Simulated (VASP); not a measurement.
# AlCo (CsCl type) (Pm-3m) in VASP: single point with PBE

Aim: the single point of AlCo (CsCl type) with PBE.

Everything below comes from runs of VASP 6.6.1. Logs are shortened: lines on timing, memory, paths and dates and some standing lists are left out, and cuts for length are marked.

**1. The cell of the first run**

It takes space group Pm-3m (No. 221, cubic). Conventional cell: a = 2.853 Å, b = 2.853 Å, c = 2.853 Å, α = 90.00°, β = 90.00°, γ = 90.00°. Co (site symmetry m-3m) has 8 Al at 2.47 Å and 6 Co at 2.85 Å within 3.3 Å. Al (site symmetry m-3m) has 8 Co at 2.47 Å and 6 Al at 2.85 Å within 3.3 Å.

**2. Single point, PBE**

File INCAR:

```
PREC = Accurate
ENCUT = 520
EDIFF = 1E-6
ISMEAR = -1
SIGMA = 0.1
LREAL = False
LASPH = True
NELM = 80
ALGO = Normal
ISIF = 2
LWAVE = False
LCHARG = False
GGA = PE
NBANDS = 20
```

File KPOINTS:

```
regular mesh
0
Gamma
  13 9 9
```

File POSCAR:

```
AlCo
1.0
    0.0000000000      0.0000000000      2.8528193275
    2.8528193275     -2.8528193275      0.0000000000
    2.8528193275      2.8528193275      0.0000000000
Co Al
2 2
Direct
    0.0000000000      0.0000000000      0.0000000000
    0.0000000000      0.5000000000      0.5000000000
    0.5000000000      0.5000000000      0.0000000000
    0.5000000000      0.0000000000      0.5000000000
```

Potentials or basis: VASP PAW PBE potentials, release 64 (Co, Al).

Started as:

```sh
$ cat potpaw_PBE.64/Co/POTCAR potpaw_PBE.64/Al/POTCAR > POTCAR
$ mpirun -np 1 vasp_std > vasp.out
```

OUTCAR:

```text
PREC = Accurate
   ENCUT = 520
   EDIFF = 1E-6
   ISMEAR = -1
   LREAL = False
   LASPH = True
   NELM = 80
   ISIF = 2
   GGA = PE

 ion  position               nearest neighbor table
   1  0.000  0.000  0.000-   3 2.47   4 2.47   4 2.47   3 2.47   3 2.47   4 2.47   4 2.47   3 2.47
                             2 2.85   2 2.85   2 2.85   2 2.85
   2  0.000  0.500  0.500-   3 2.47   4 2.47   3 2.47   4 2.47   3 2.47   4 2.47   3 2.47   4 2.47
                             1 2.85   1 2.85   1 2.85   1 2.85
   3  0.500  0.500  0.000-   1 2.47   2 2.47   2 2.47   1 2.47   1 2.47   2 2.47   2 2.47   1 2.47
                             4 2.85   4 2.85   4 2.85   4 2.85
   4  0.500  0.000  0.500-   1 2.47   2 2.47   1 2.47   2 2.47   1 2.47   2 2.47   1 2.47   2 2.47
                             3 2.85   3 2.85   3 2.85   3 2.85

  LATTYP: Found a simple tetragonal cell.
 ALAT       =     4.0344957840
 C/A-ratio  =     0.7071067812

  Lattice vectors:

 A1 = (   2.8528193275,  -2.8528193275,   0.0000000000)
 A2 = (   2.8528193275,   2.8528193275,   0.0000000000)
 A3 = (   0.0000000000,   0.0000000000,   2.8528193275)

Analysis of symmetry for initial positions (statically):
=====================================================================
 Subroutine PRICEL returns following result:

  LATTYP: Found a simple cubic cell.
 ALAT       =     2.8528193275

  Lattice vectors:

 A1 = (   0.0000000000,   0.0000000000,   2.8528193275)
 A2 = (   0.0000000000,  -2.8528193275,   0.0000000000)
 A3 = (   2.8528193275,   0.0000000000,   0.0000000000)

   2 primitive cells build up your supercell.

 Routine SETGRP: Setting up the symmetry group for a
 simple tetragonal supercell.

 Subroutine GETGRP returns: Found 16 space group operations
 (whereof 16 operations were pure point group operations)
 out of a pool of 16 trial point group operations.

The static configuration has the point symmetry D_4h.

Analysis of symmetry for dynamics (positions and initial velocities):
=====================================================================
 Subroutine PRICEL returns following result:

  LATTYP: Found a simple cubic cell.
 ALAT       =     2.8528193275

  Lattice vectors:

 A1 = (   0.0000000000,   0.0000000000,   2.8528193275)
 A2 = (   0.0000000000,  -2.8528193275,   0.0000000000)
 A3 = (   2.8528193275,   0.0000000000,   0.0000000000)

   2 primitive cells build up your supercell.

 Routine SETGRP: Setting up the symmetry group for a
 simple tetragonal supercell.

 Subroutine GETGRP returns: Found 16 space group operations
 (whereof 16 operations were pure point group operations)
 out of a pool of 16 trial point group operations.

The dynamic configuration has the point symmetry D_4h.

 Subroutine INISYM returns: Found 16 space group operations
 (whereof 16 operations are pure point group operations),
 and found     2 'primitive' translations

----------------------------------------------------------------------------------------

                                     Primitive cell

  volume of cell :      23.2179

  direct lattice vectors                    reciprocal lattice vectors
     0.000000000  0.000000000  2.852819327     0.000000000  0.000000000  0.350530435
     0.000000000 -2.852819327  0.000000000     0.000000000 -0.350530435  0.000000000
     2.852819327  0.000000000  0.000000000     0.350530435  0.000000000  0.000000000

  length of vectors
     2.852819327  2.852819327  2.852819327     0.350530435  0.350530435  0.350530435

  position of ions in fractional coordinates (direct lattice)
     0.000000000  0.000000000  0.000000000
     0.500000000  0.500000000  0.500000000

  ion indices of the primitive-cell ions
   primitive index   ion index
                 1           1
                 2           3

----------------------------------------------------------------------------------------

 KPOINTS: regular mesh

Automatic generation of k-mesh.
 Grid dimensions read from file:
 generate k-points for:   13    9    9

 Generating k-lattice:

  Cartesian coordinates                     Fractional coordinates (reciprocal lattice)
     0.000000000  0.000000000  0.026963880     0.076923077  0.000000000  0.000000000
     0.019473913 -0.019473913  0.000000000     0.000000000  0.111111111  0.000000000
     0.019473913  0.019473913  0.000000000     0.000000000  0.000000000  0.111111111

  Length of vectors
     0.026963880  0.027540272  0.027540272

  Shift w.r.t. Gamma in fractional coordinates (k-lattice)
     0.000000000  0.000000000  0.000000000

 Subroutine IBZKPT returns following result:
 ===========================================

 Found    105 irreducible k-points:

 Following reciprocal coordinates:
            Coordinates               Weight
  0.000000  0.000000  0.000000      1.000000
  0.076923  0.000000  0.000000      2.000000
  0.153846  0.000000  0.000000      2.000000
  0.230769  0.000000  0.000000      2.000000
  0.307692  0.000000  0.000000      2.000000
  0.384615  0.000000  0.000000      2.000000
[... 16 lines left out ...]
  0.076923  0.333333  0.000000      8.000000
  0.153846  0.333333  0.000000      8.000000
 [... further k-points ...]
   k-points           NKPTS =    105   k-points in BZ     NKDIM =    105   number of bands    NBANDS=     20
   number of dos      NEDOS =    301   number of ions     NIONS =      4
   total plane-waves  NPLWV =  21600
   dimension x,y,z NGX =    24 NGY =   30 NGZ =   30
   dimension x,y,z NGXF=    48 NGYF=   60 NGZF=   60
   ions per type =               2   2
   NGX,Y,Z   is equivalent  to a cutoff of  13.99, 12.36, 12.36 a.u.
   NGXF,Y,Z  is equivalent  to a cutoff of  27.97, 24.72, 24.72 a.u.
 SYSTEM =  unknown system
   PREC   = accura    normal or accurate (medium, high low for compatibility)
   ISTART =      0    job   : 0-new  1-cont  2-samecut
   ICHARG =      2    charge: 1-file 2-atom 10-const
   ISPIN  =      1    spin polarized calculation?
   LNONCOLLINEAR =      F non collinear calculations
   LSORBIT =      F    spin-orbit coupling
   LASPH  =      T    aspherical Exc in radial PAW
   ENCUT  =  520.0 eV  38.22 Ry    6.18 a.u.   5.30  7.50  7.50*2*pi/ulx,y,z
   NELM   =     80;   NELMIN=  2; NELMDL= -5     # of ELM steps
   EDIFF  = 0.1E-05   stopping-criterion for ELM
   LREAL  =      F    real-space projection
   EDIFFG = 0.1E-04   stopping-criterion for IOM
   NSW    =      0    number of steps for IOM
   IBRION =     -1    ionic relax: 0-MD 1-quasi-New 2-CG
   NFREE  =      0    steps in history (QN), initial steepest desc. (CG)
   ISIF   =      2    stress and relaxation
   ISYM   =      2    0-nonsym 1-usesym 2-fastsym
   POTIM  = 0.5000    time-step for ionic-motion
   TEBEG  =    0.0;   TEEND  =   0.0 temperature during run
   PSTRESS=    0.0 pullay stress
   NELECT =      24.0000    total number of electrons
   NUPDOWN=      -1.0000    fix difference up-down
   EMIN   =  10.00;   EMAX   =-10.00  energy-range for DOS
   EFERMI =   0.00;   METHOD = LEGACY
   ISMEAR =    -1;   SIGMA  =   0.10  broadening in eV -4-tet -1-fermi 0-gaus
   EFERMI_NEDOS =   21; number of points for ismear=-14 and -15
   IALGO  =     38    algorithm
   IMIX   =      4    mixing-type and parameters
     AMIX     =   0.40;   BMIX     =  1.00
     AMIX_MAG =   1.60;   BMIX_MAG =  1.00
  volume/ion in A,a.u.               =      11.61        78.34
  Fermi-wavevector in a.u.,A,eV,Ry     =   1.313795  2.482713 23.484440  1.726058
  Thomas-Fermi vector in A             =   2.444093
   LORBIT       =      0    0 simple, 1 ext, 2 COOP (PROOUT), +10 PAW based schemes
   GGA     = PE    functional components
   LHFCALC =     F    Hartree Fock is set to
   AEXX    =    0.0000 exact exchange contribution
   IVDW    =     0    specifies the selected vdW correction
   LEPSILON=     F    determine dielectric tensor
   LRPA    =     F    only Hartree local field effects (RPA)
 non-spin polarized calculation
  energy-cutoff  :      520.00
  volume of cell :       46.44
 maximum number of plane-waves:      1275
 NGX is ok and might be reduce to    24
   NGX = 11   NGY = 15   NGZ = 15

 number of electron      23.9999995 magnetization

 Free energy of the ion-electron system (eV)
  ---------------------------------------------------
  ext. energy  EPLUGINS =         0.00000000
  ---------------------------------------------------
  free energy    TOTEN  =       -24.00633579 eV

  energy without entropy =      -23.94802899  energy(sigma->0) =      -23.97718239

 E-fermi :  10.4851     XC(G=0): -12.2507

 val. band max:       10.4824307743   @ k =   0.0769   0.1111   0.1111
 cond. band min:      10.5081480281   @ k =   0.4615   0.4444   0.3333
 fundamental gap:      0.0257172538
 Fermi energy:        10.4851014574

 k-point     1 :       0.0000    0.0000    0.0000
  band No.  band energies     occupation
      1      -0.5193      2.00000
      2       5.2957      2.00000
      3       7.4917      2.00000
      4       7.5885      2.00000
      5       7.5895      2.00000
      6       7.8631      2.00000
[... 12 lines left out ...]
     19      19.2568      0.00000
     20      19.2570      0.00000

 k-point     2 :       0.0769    0.0000    0.0000
  band No.  band energies     occupation
      1      -0.4074      2.00000
      2       5.3581      2.00000
      3       7.5779      2.00000
      4       7.6090      2.00000
      5       7.6195      2.00000
      6       7.6951      2.00000
[... 12 lines left out ...]
     19      19.2429      0.00000
     20      20.2066      0.00000
[... 465 lines left out ...]
      3       7.0016      2.00000
      4       7.6375      2.00000
      5       7.6898      2.00000
      6       7.7125      2.00000
[... 12 lines left out ...]
     19      19.8292      0.00000
     20      21.5016      0.00000

 k-point    24 :       0.1538    0.3333    0.0000
  band No.  band energies     occupation
      1       0.9429      2.00000
      2       3.6748      2.00000
      3       7.1671      2.00000
      4       7.5750      2.00000
      5       7.7136      2.00000
      6       7.7358      2.00000
[... 12 lines left out ...]
     19      17.9851      0.00000
     20      22.7784      0.00000

 [... further k-points ...]

------------------------ aborting loop because EDIFF is reached ----------------------------------------

  FORCE on cell =-STRESS in cart. coord.  units (eV):
  Direction    XX          YY          ZZ          XY          YZ          ZX
  --------------------------------------------------------------------------------------
  -------------------------------------------------------------------------------------
  Total       -0.0104780     -0.0104780      0.0067136      0.0000000     -0.0000000      0.0000000
  in kB       -0.3615245     -0.3615245      0.2316390      0.0000000     -0.0000000      0.0000000
  external PRESSURE =      -0.1638033 kB  Pullay stress =       0.0000000 kB

 VOLUME and BASIS-vectors are now :
 -----------------------------------------------------------------------------
  energy-cutoff  :      520.00
  volume of cell :       46.44
      direct lattice vectors                 reciprocal lattice vectors
     0.000000000  0.000000000  2.852819327     0.000000000  0.000000000  0.350530435
     2.852819327 -2.852819327  0.000000000     0.175265218 -0.175265218  0.000000000
     2.852819327  2.852819327  0.000000000     0.175265218  0.175265218  0.000000000

 POSITION                                       TOTAL-FORCE (eV/Angst)
 -----------------------------------------------------------------------------------
      0.00000      0.00000      0.00000         0.000000      0.000000      0.000000
      2.85282      0.00000      0.00000         0.000000      0.000000      0.000000
      1.42641     -1.42641      1.42641        -0.000000     -0.000000      0.000000
      1.42641      1.42641      1.42641        -0.000000     -0.000000      0.000000
 -----------------------------------------------------------------------------------
    total drift:                                0.000000      0.000000      0.000000

  FREE ENERGIE OF THE ION-ELECTRON SYSTEM (eV)
  ---------------------------------------------------
  free  energy   TOTEN  =       -24.0063357910 eV

  energy  without entropy=      -23.9480289912  energy(sigma->0) =      -23.97718239
```

Run time: 54 s. Hardware: 1 thread of Intel Xeon Platinum 8259CL at 2.50GHz (Skylake/Cascade Lake), shared host; peak memory 0.21 GiB.

What came out:

```yaml
Free_energy: -24.0063 eV
Pressure: 0.0 GPa
Band_gap_on_the_k_mesh: zero (band 12 reaches 11.31 eV, above the bottom of band 13 at 10.29 eV)
```

Levels at points of the mesh, in eV from the Fermi level:
```tsv
k point	band 8	band 9	band 10	band 11	band 12	band 13	band 14	band 15	band 16	band 17
(0.00, 0.00, 0.00)	-1.45	-1.45	-0.79	-0.79	-0.79	-0.19	2.46	3.48	6.00	6.00
```

Spin polarisation is off, so any magnetic state and its effect on volume and gap are missing.
